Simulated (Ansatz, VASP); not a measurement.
# One calculation of ScAl3, two programs

INCAR

```
AGGAC    = 1.0          
AGGAX    = 1.0          
ALDAC    = 0.0          
ALDAX    = 1.0          
ALGO     = Normal         # electronic algorithm
EDIFF    = 1E-6           # SCF threshold, eV
EDIFFG   = -0.01          # ionic threshold
ENCUT    = 600            # plane-wave cutoff, eV
GGA      = B5             # functional
IBRION   = 2              # ionic algorithm
ISIF     = 3              # what is computed and relaxed
ISMEAR   = -1             # smearing method
LASPH    = T              # aspherical terms in the spheres
LCHARG   = F              # write CHGCAR
LREAL    = F              # projectors in reciprocal space
LWAVE    = F              # write WAVECAR
NELM     = 80             # most SCF steps
NSW      = 60             # ionic steps
PREC     = Accurate       # precision mode
SIGMA    = 0.05           # smearing width, eV
```

Contents of KPOINTS:

```
k-points
0
Gamma
  7 7 7
```

POSCAR

```
ScAl3
1.0
    4.0878065700      0.0000000000      0.0000000000
    0.0000000000      4.0878065700      0.0000000000
    0.0000000000      0.0000000000      4.0878065700
Sc Al
1 3
Direct
    0.0000000000      0.0000000000      0.0000000000
    0.5000000000      0.5000000000      0.0000000000
    0.0000000000      0.5000000000      0.5000000000
    0.5000000000      0.0000000000      0.5000000000
```

input.yaml

```yaml
crystal:
  lattice:
    - [4.08780657, 0.0, 0.0]
    - [0.0, 4.08780657, 0.0]
    - [0.0, 0.0, 4.08780657]
  atoms:
    - { symbol: Sc, position: [0.0, 0.0, 0.0] }
    - { symbol: Al, position: [0.5, 0.5, 0.0] }
    - { symbol: Al, position: [0.0, 0.5, 0.5] }
    - { symbol: Al, position: [0.5, 0.0, 0.5] }
hamiltonian:
  xc: blyp
  pseudopotentials: { kind: paw }
kpoints:
  mp_grid: { grid: [7, 7, 7] }
scf:
  occupations: { method: fermi_dirac, width: 0.05 }
output:
  forces: true
  stress: true
relax:
  f_tol: 0.01
  max_steps: 40
  cell: { stress_tol: 0.05 }
```

Alike in both runs: task relaxation of cell and atoms; functional BLYP; k mesh 7 × 7 × 7; occupations fermi-dirac, width 0.05 eV; no spin polarisation.

|  | VASP | Ansatz |
| --- | --- | --- |
| version | VASP 6.6.1 | Ansatz 0.2.0 |
| potentials or method | VASP PAW PBE potentials, release 64 (Sc_sv, Al) | Ansatz PAW |
| plane-wave cutoff (eV) | 600 | 420 |
| valence electrons in the cell | 20 | 20 |

```tsv
	VASP	Ansatz	Ansatz less VASP
relaxed volume (Å³/atom)	17.90	17.86	-0.036
relaxed length of the cell vector where the two differ most in proportion (Å)	4.152	4.150	-0.0028
```

VASP's potentials were made for PBE, not for BLYP.

Noted on Ansatz's run: the plane-wave basis is chosen anew once the cell has moved, so the energies of steps on either side of that aren't comparable.
